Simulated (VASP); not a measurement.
# Hg (R-3m) in VASP: a series of runs

Runs on Hg. Level: LDA. Tasks: single point.

Program: VASP 6.6.1. These are calculated values, not measurements. Logs are shortened: lines on timing, memory, paths and dates and some standing lists are left out, and cuts for length are marked.

## Step 1: The cell of the first run

Symmetry: R-3m, No. 166, trigonal system. The conventional cell has a = 3.493 Å, b = 3.493 Å, c = 6.444 Å, α = 90.00°, β = 90.00°, γ = 120.00°. Within 3.9 Å of Hg (site symmetry -3m) lie 12 Hg at 2.95 to 3.49 Å.

## Step 2: Single point, LDA

Contents of INCAR:

```
SYSTEM = Hg
  PREC = Accurate
  ENCUT = 520
  EDIFF = 1E-6
  ISMEAR = -1
  SIGMA = 1.0
  LREAL = .False.
  LASPH = .True.
  NELM = 60
  ALGO = Normal
  ISIF = 2
  LWAVE = .False.
  LCHARG = .True.
  GGA = CA
  LELF = .True.
  LVHAR = .True.
  NBANDS = 12
```

Contents of KPOINTS:

```
Automatic mesh
0
Gamma
  11 11 11
  0 0 0
```

Contents of POSCAR:

```
Hg
1.0
    1.7463233735      1.0082402698      2.1478810803
   -1.7463233735      1.0082402698      2.1478810803
    0.0000000000     -2.0164805396      2.1478810803
Hg
1
Direct
    0.0000000000      1.0000000000      0.0000000000
```

Potentials or basis: VASP PAW LDA potentials, release 64 (Hg).

Started as:

```
> cat potpaw_LDA.64/Hg/POTCAR > POTCAR
> mpirun -np 1 vasp_std > vasp.out
```

OUTCAR:

```text
SYSTEM = Hg
   PREC = Accurate
   ENCUT = 520
   EDIFF = 1E-6
   ISMEAR = -1
   LREAL = .False.
   LASPH = .True.
   NELM = 60
   ISIF = 2
   GGA = CA

 ion  position               nearest neighbor table
   1  0.000  0.000  0.000-

  LATTYP: Found a trigonal (rhomboedric) cell.
 ALAT       =     2.9461138643
 COS(alpha) =     0.2972833017

  Lattice vectors:

 A1 = (   1.7463233735,   1.0082402698,   2.1478810803)
 A2 = (  -1.7463233735,   1.0082402698,   2.1478810803)
 A3 = (   0.0000000000,  -2.0164805396,   2.1478810803)

Analysis of symmetry for initial positions (statically):
=====================================================================
 Subroutine PRICEL returns:
 Original cell was already a primitive cell.

 Routine SETGRP: Setting up the symmetry group for a
 trigonal (rhombohedral) supercell.

 Subroutine GETGRP returns: Found 12 space group operations
 (whereof 12 operations were pure point group operations)
 out of a pool of 12 trial point group operations.

The static configuration has the point symmetry D_3d.

Analysis of symmetry for dynamics (positions and initial velocities):
=====================================================================
 Subroutine PRICEL returns:
 Original cell was already a primitive cell.

 Routine SETGRP: Setting up the symmetry group for a
 trigonal (rhombohedral) supercell.

 Subroutine GETGRP returns: Found 12 space group operations
 (whereof 12 operations were pure point group operations)
 out of a pool of 12 trial point group operations.

The dynamic configuration has the point symmetry D_3d.

 Subroutine INISYM returns: Found 12 space group operations
 (whereof 12 operations are pure point group operations),
 and found     1 'primitive' translations

----------------------------------------------------------------------------------------

                                     Primitive cell

  volume of cell :      22.6908

  direct lattice vectors                    reciprocal lattice vectors
     1.746323374  1.008240270  2.147881080     0.286315815  0.165304513  0.155191708
    -1.746323374  1.008240270  2.147881080    -0.286315815  0.165304513  0.155191708
     0.000000000 -2.016480540  2.147881080     0.000000000 -0.330609026  0.155191708

  length of vectors
     2.946113864  2.946113864  2.946113864     0.365221569  0.365221569  0.365221569

  position of ions in fractional coordinates (direct lattice)
     0.000000000  0.000000000  0.000000000

  ion indices of the primitive-cell ions
   primitive index   ion index
[... 69 lines left out ...]
   LSORBIT =      F    spin-orbit coupling
   LASPH  =      T    aspherical Exc in radial PAW
   ENCUT  =  520.0 eV  38.22 Ry    6.18 a.u.   5.48  5.48  5.48*2*pi/ulx,y,z
   NELM   =     60;   NELMIN=  2; NELMDL= -5     # of ELM steps
   EDIFF  = 0.1E-05   stopping-criterion for ELM
   LREAL  =      F    real-space projection
[... 7 lines left out ...]
   TEBEG  =    0.0;   TEEND  =   0.0 temperature during run
   PSTRESS=    0.0 pullay stress
   NELECT =      12.0000    total number of electrons
   NUPDOWN=      -1.0000    fix difference up-down
   EMIN   =  10.00;   EMAX   =-10.00  energy-range for DOS
   EFERMI =   0.00;   METHOD = LEGACY
   ISMEAR =    -1;   SIGMA  =   1.00  broadening in eV -4-tet -1-fermi 0-gaus
   EFERMI_NEDOS =   21; number of points for ismear=-14 and -15
   IALGO  =     38    algorithm
   IMIX   =      4    mixing-type and parameters
     AMIX     =   0.40;   BMIX     =  1.00
     AMIX_MAG =   1.60;   BMIX_MAG =  1.00
  volume/ion in A,a.u.               =      22.69       153.13
  Fermi-wavevector in a.u.,A,eV,Ry     =   1.323890  2.501789 23.846718  1.752684
  Thomas-Fermi vector in A             =   2.453465
   LORBIT       =      0    0 simple, 1 ext, 2 COOP (PROOUT), +10 PAW based schemes
   GGA     = CA    functional components
   LHFCALC =     F    Hartree Fock is set to
   AEXX    =    0.0000 exact exchange contribution
   IVDW    =     0    specifies the selected vdW correction
   LEPSILON=     F    determine dielectric tensor
   LRPA    =     F    only Hartree local field effects (RPA)
 non-spin polarized calculation
  energy-cutoff  :      520.00
  volume of cell :       22.69
 maximum number of plane-waves:       631
 NGX is ok and might be reduce to    24
   NGX = 11   NGY = 11   NGZ = 11

 number of electron      12.0000003 magnetization

 Free energy of the ion-electron system (eV)
  ---------------------------------------------------
  ext. energy  EPLUGINS =         0.00000000
  ---------------------------------------------------
  free energy    TOTEN  =        -1.49497200 eV

  energy without entropy =       -0.34549451  energy(sigma->0) =       -0.92023326

 E-fermi :   2.8862     XC(G=0): -11.3749

 val. band max:        2.7212041462   @ k =  -0.4545   0.1818   0.1818
 cond. band min:       2.9212681826   @ k =  -0.4545   0.2727   0.0000
 fundamental gap:      0.2000640364
 Fermi energy:         2.8861604783

 k-point     1 :       0.0000    0.0000    0.0000
  band No.  band energies     occupation
      1      -6.6881      1.99986
      2      -5.1939      1.99938
      3      -5.1939      1.99938
      4      -3.5161      1.99669
      5      -3.3993      1.99628
      6      -3.3993      1.99628
      7      14.8967      0.00001
      8      15.3104      0.00001
      9      15.3104      0.00001
     10      19.9504      0.00000
     11      21.2764      0.00000
     12      21.2764      0.00000
[... 331 lines left out ...]
 k-point    24 :      -0.1818    0.1818    0.0000
  band No.  band energies     occupation
      1      -5.4399      1.99952
      2      -4.8807      1.99915
      3      -4.6674      1.99895
      4      -3.5612      1.99684
      5      -3.5552      1.99682
      6      -3.0653      1.99481
      7       9.2585      0.00341
      8      10.3829      0.00111
      9      17.4403      0.00000
     10      19.4732      0.00000
     11      21.2313      0.00000
     12      22.8021      0.00000

 [... further k-points ...]
[... 5 lines left out ...]
  --------------------------------------------------------------------------------------
  -------------------------------------------------------------------------------------
  Total        0.3211238      0.3211238      0.3693186      0.0000000      0.0000000     -0.0000000
  in kB       22.6742502     22.6742502     26.0772360      0.0000000      0.0000000     -0.0000000
  external PRESSURE =      23.8085788 kB  Pullay stress =       0.0000000 kB

 VOLUME and BASIS-vectors are now :
 -----------------------------------------------------------------------------
  energy-cutoff  :      520.00
  volume of cell :       22.69
      direct lattice vectors                 reciprocal lattice vectors
     1.746323374  1.008240270  2.147881080     0.286315815  0.165304513  0.155191708
    -1.746323374  1.008240270  2.147881080    -0.286315815  0.165304513  0.155191708
     0.000000000 -2.016480540  2.147881080     0.000000000 -0.330609026  0.155191708

 POSITION                                       TOTAL-FORCE (eV/Angst)
 -----------------------------------------------------------------------------------
      0.00000      0.00000      0.00000         0.000000     -0.000000      0.000000
 -----------------------------------------------------------------------------------
    total drift:                               -0.000000     -0.000000      0.000000

  FREE ENERGIE OF THE ION-ELECTRON SYSTEM (eV)
  ---------------------------------------------------
  free  energy   TOTEN  =        -1.4949720042 eV

  energy  without entropy=       -0.3454945121  energy(sigma->0) =       -0.92023326
```

OSZICAR:

```text
N       E                     dE             d eps       ncg     rms          rms(c)
DAV:   1     0.719412567452E+02    0.71941E+02   -0.66630E+03  3712   0.968E+02
DAV:   2    -0.373976275348E+00   -0.72315E+02   -0.67971E+02  3820   0.230E+02
DAV:   3    -0.157953610981E+01   -0.12056E+01   -0.12046E+01  4168   0.328E+01
DAV:   4    -0.158071084103E+01   -0.11747E-02   -0.11747E-02  3900   0.107E+00
DAV:   5    -0.158071251293E+01   -0.16719E-05   -0.16722E-05  4164   0.386E-02    0.517E+00
DAV:   6    -0.150445417251E+01    0.76258E-01   -0.17678E-01  4144   0.475E+00    0.376E+00
DAV:   7    -0.149608740847E+01    0.83668E-02   -0.18343E-02  4148   0.124E+00    0.162E+00
DAV:   8    -0.149496553933E+01    0.11219E-02   -0.17078E-03  3800   0.576E-01    0.664E-02
DAV:   9    -0.149497082142E+01   -0.52821E-05   -0.23621E-06  4216   0.171E-02    0.172E-02
DAV:  10    -0.149497200422E+01   -0.11828E-05   -0.13740E-06  3764   0.142E-02    0.126E-03
DAV:  11    -0.149497200418E+01    0.42292E-10   -0.18021E-08  1880   0.121E-03
   1 F= -.14949720E+01 E0= -.92023326E+00  d E =-.114948E+01
```

stdout:

```text
POSCAR found type information on POSCAR Hg
 POSCAR found :  1 types and       1 ions
 scaLAPACK will be used
 LDA part: xc-table for (Slater(with rela. corr.)+CA(PZ))
 , standard interpolation
 POSCAR, INCAR and KPOINTS ok, starting setup
 FFT: planning ... GRIDC
 FFT: planning ... GRID_SOFT
 FFT: planning ... GRID
 WAVECAR not read
 entering main loop
```

Wall time 40 s (1 thread of Intel Xeon 8259CL, shared host); peak memory 0.16 GiB.

What came out:

| Item | Value |
| --- | --- |
| Free energy | -1.4950 eV |
| Pressure | 2.4 GPa |
| Band gap on the k mesh | zero (bands 6 and 7 overlap by 2.75 eV) |

Caveat: so wide a smearing shifts energies and pressures; spin-orbit coupling is left out, which moves the levels of the heavy elements.

## Step 3: Single point, LDA

Contents of INCAR:

```
ALGO = Normal ; EDIFF = 1E-7
ENCUT = 520 ; ISIF = 2
ISMEAR = 0 ; LASPH = True
LCHARG = False ; LREAL = False
LWAVE = False ; NBANDS = 12
NELM = 60 ; PREC = Accurate
SIGMA = 0.01
```

Contents of KPOINTS:

```
k-points
0
Gamma
  11 11 11
```

POSCAR is that of step 2.

Potentials or basis: VASP PAW LDA potentials, release 64 (Hg).

Started as:

```
> cat potpaw_LDA.64/Hg/POTCAR > POTCAR
> mpirun -np 1 vasp_std > vasp.out
```

OUTCAR:

```text
EDIFF = 1E-7
   ENCUT = 520
   ISIF = 2
   ISMEAR = 0
   LASPH = True
   LREAL = False
   NELM = 60
   PREC = Accurate

 ion  position               nearest neighbor table
   1  0.000  0.000  0.000-

  LATTYP: Found a trigonal (rhomboedric) cell.
 ALAT       =     2.9461138643
 COS(alpha) =     0.2972833017

  Lattice vectors:

 A1 = (   1.7463233735,   1.0082402698,   2.1478810803)
 A2 = (  -1.7463233735,   1.0082402698,   2.1478810803)
 A3 = (   0.0000000000,  -2.0164805396,   2.1478810803)

[... 529 lines left out ...]
      3      -4.6224      2.00000
      4      -3.5030      2.00000
      5      -3.4947      2.00000
      6      -3.0137      2.00000
      7       9.2695      0.00000
      8      10.3998      0.00000
      9      17.4533      0.00000
     10      19.4760      0.00000
     11      21.2424      0.00000
     12      22.8177      0.00000

 [... further k-points ...]
[... 5 lines left out ...]
  --------------------------------------------------------------------------------------
  -------------------------------------------------------------------------------------
  Total        0.0829556      0.0829556      0.2016310     -0.0000000      0.0000000      0.0000000
  in kB        5.8574141      5.8574141     14.2369741     -0.0000000      0.0000000      0.0000000
  external PRESSURE =       8.6506008 kB  Pullay stress =       0.0000000 kB

 VOLUME and BASIS-vectors are now :
 -----------------------------------------------------------------------------
  energy-cutoff  :      520.00
  volume of cell :       22.69
      direct lattice vectors                 reciprocal lattice vectors
     1.746323374  1.008240270  2.147881080     0.286315815  0.165304513  0.155191708
    -1.746323374  1.008240270  2.147881080    -0.286315815  0.165304513  0.155191708
     0.000000000 -2.016480540  2.147881080     0.000000000 -0.330609026  0.155191708

 POSITION                                       TOTAL-FORCE (eV/Angst)
 -----------------------------------------------------------------------------------
      0.00000      0.00000      0.00000         0.000000      0.000000     -0.000000
 -----------------------------------------------------------------------------------
    total drift:                               -0.000000     -0.000000     -0.000000

  FREE ENERGIE OF THE ION-ELECTRON SYSTEM (eV)
  ---------------------------------------------------
  free  energy   TOTEN  =        -0.9664239170 eV

  energy  without entropy=       -0.9663361978  energy(sigma->0) =       -0.96638006
```

It took 40 s on 1 thread of Intel Xeon 8259CL, shared host; peak memory 0.16 GiB.

What came out:

- Free energy: -0.9664 eV
- Pressure: 0.9 GPa
- Band gap on the k mesh: zero (bands 6 and 7 overlap by 2.76 eV)

Levels at points of the mesh, in eV from the Fermi level:
```
           k point  band 4  band 5  band 6  band 7  band 8  band 9
(0.00, 0.00, 0.00)   -6.19   -6.08   -6.08   12.16   12.58   12.58
```

Caveat: spin-orbit coupling is left out, which moves the levels of the heavy elements.

## Step 4: Single point, LDA

Contents of INCAR:

```
PREC = Accurate
ENCUT = 520
EDIFF = 1E-6
ISMEAR = 0
SIGMA = 0.03
LREAL = False
LASPH = True
NELM = 80
ALGO = Normal
ISIF = 2
LWAVE = False
LCHARG = False
NBANDS = 12
```

Contents of KPOINTS:

```
regular mesh
0
Gamma
  11 11 11
```

POSCAR is that of step 3.

Potentials or basis: VASP PAW LDA potentials, release 64 (Hg).

Started as:

```
> cat potpaw_LDA.64/Hg/POTCAR > POTCAR
> mpirun -np 1 vasp_std > vasp.out
```

OUTCAR:

```text
PREC = Accurate
   ENCUT = 520
   EDIFF = 1E-6
   ISMEAR = 0
   LREAL = False
   LASPH = True
   NELM = 80
   ISIF = 2

 ion  position               nearest neighbor table
   1  0.000  0.000  0.000-

  LATTYP: Found a trigonal (rhomboedric) cell.
 ALAT       =     2.9461138643
 COS(alpha) =     0.2972833017

  Lattice vectors:

 A1 = (   1.7463233735,   1.0082402698,   2.1478810803)
 A2 = (  -1.7463233735,   1.0082402698,   2.1478810803)
 A3 = (   0.0000000000,  -2.0164805396,   2.1478810803)

[... 530 lines left out ...]
      4      -3.5028      2.00000
      5      -3.4945      2.00000
      6      -3.0135      2.00000
      7       9.2696      0.00000
      8      10.3999      0.00000
      9      17.4533      0.00000
     10      19.4760      0.00000
     11      21.2424      0.00000
     12      22.8178      0.00000

 [... further k-points ...]
[... 5 lines left out ...]
  --------------------------------------------------------------------------------------
  -------------------------------------------------------------------------------------
  Total        0.0863219      0.0863219      0.2003384     -0.0000000     -0.0000000      0.0000000
  in kB        6.0951068      6.0951068     14.1457065     -0.0000000     -0.0000000      0.0000000
  external PRESSURE =       8.7786401 kB  Pullay stress =       0.0000000 kB

 VOLUME and BASIS-vectors are now :
 -----------------------------------------------------------------------------
  energy-cutoff  :      520.00
  volume of cell :       22.69
      direct lattice vectors                 reciprocal lattice vectors
     1.746323374  1.008240270  2.147881080     0.286315815  0.165304513  0.155191708
    -1.746323374  1.008240270  2.147881080    -0.286315815  0.165304513  0.155191708
     0.000000000 -2.016480540  2.147881080     0.000000000 -0.330609026  0.155191708

 POSITION                                       TOTAL-FORCE (eV/Angst)
 -----------------------------------------------------------------------------------
      0.00000      0.00000      0.00000         0.000000      0.000000     -0.000000
 -----------------------------------------------------------------------------------
    total drift:                                0.000000     -0.000000      0.000000

  FREE ENERGIE OF THE ION-ELECTRON SYSTEM (eV)
  ---------------------------------------------------
  free  energy   TOTEN  =        -0.9666051601 eV

  energy  without entropy=       -0.9663205001  energy(sigma->0) =       -0.96646283
```

stdout:

```text
POSCAR found type information on POSCAR Hg
 POSCAR found :  1 types and       1 ions
 scaLAPACK will be used
 LDA part: xc-table for (Slater(with rela. corr.)+CA(PZ))
 , standard interpolation
 POSCAR, INCAR and KPOINTS ok, starting setup
 FFT: planning ... GRIDC
 FFT: planning ... GRID_SOFT
 FFT: planning ... GRID
 WAVECAR not read
 entering main loop
```

It took 37 s on 1 thread of Intel Xeon 8259CL, shared host; peak memory 0.16 GiB.

Results:

* Free energy: -0.9666 eV
* Pressure: 0.9 GPa
* Band gap on the k mesh: zero (bands 6 and 7 overlap by 2.76 eV)

Stress tensor (GPa, compression positive):
```
0.61 0.00 0.00
0.00 0.61 0.00
0.00 0.00 1.41
```

Caveat: spin-orbit coupling is left out, which moves the levels of the heavy elements.

[end of part 1 of 2]
